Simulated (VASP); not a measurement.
Wanted: the native input for a VASP 6.6.1 run.

| Quantity | Value |
| --- | --- |
| Task | single point |
| Functional | RPBE |
| Potentials or basis | VASP PAW PBE potentials, release 64 (Pd) |
| Cutoff | 520 eV |
| k mesh | 10 × 10 × 10 |
| Occupations | fermi-dirac, width 0.05 eV |
| Spin | collinear spin, ferromagnetic start |
| Starting moments | [0.447, 0.447] μB |
| Dipole correction | no |
| Further INCAR settings | ALGO = Normal; EDIFF = 1e-07; NBANDS = 21 |

The structure of Pd lies in POSCAR:

```
Pd
1.0
    0.0000000000      2.9079782296      2.9079782296
    2.9079782296      0.0000000000      2.9079782296
    2.9079782296      2.9079782296      0.0000000000
Pd
2
Direct
    0.1250000000      0.1250000000      0.1250000000
    0.8750000000      0.8750000000      0.8750000000
```

This cell differs from its parent crystal: volume scaled by 0.96.

One way to write it, as run:

INCAR

```
SYSTEM = Pd
ALGO = Normal ; EDIFF = 1E-7
ENCUT = 520 ; GGA = RP
ISIF = 2 ; ISMEAR = -1
ISPIN = 2 ; LASPH = .TRUE.
LCHARG = .TRUE. ; LELF = .TRUE.
LMAXMIX = 4 ; LORBIT = 11
LREAL = .FALSE. ; LVHAR = .TRUE.
LWAVE = .FALSE. ; MAGMOM = 0.447 0.447
NBANDS = 21 ; NELM = 150
PREC = Accurate ; SIGMA = 0.05
```

KPOINTS

```
k-points
0
G
  10 10 10
  0 0 0
```

Potentials or basis: VASP PAW PBE potentials, release 64 (Pd).

Command:

```console
$ cat potpaw_PBE.64/Pd/POTCAR > POTCAR
$ mpirun -np 1 vasp_std > vasp.out
```

It gave:

The pressure is 2.2 GPa and the net moment is 0.91 μB per cell. The site moments are Pd +0.45 μB. The valence electrons inside the program's atomic spheres are Pd 9.30.

Caveat: the PAW data sets were made with another functional, which shifts forces and pressure a little.

Wall time 36 s on 1 thread of Intel(R) Xeon(R) 6975P-C (Granite Rapids), with other jobs on the host, peak memory 0.24 GiB.
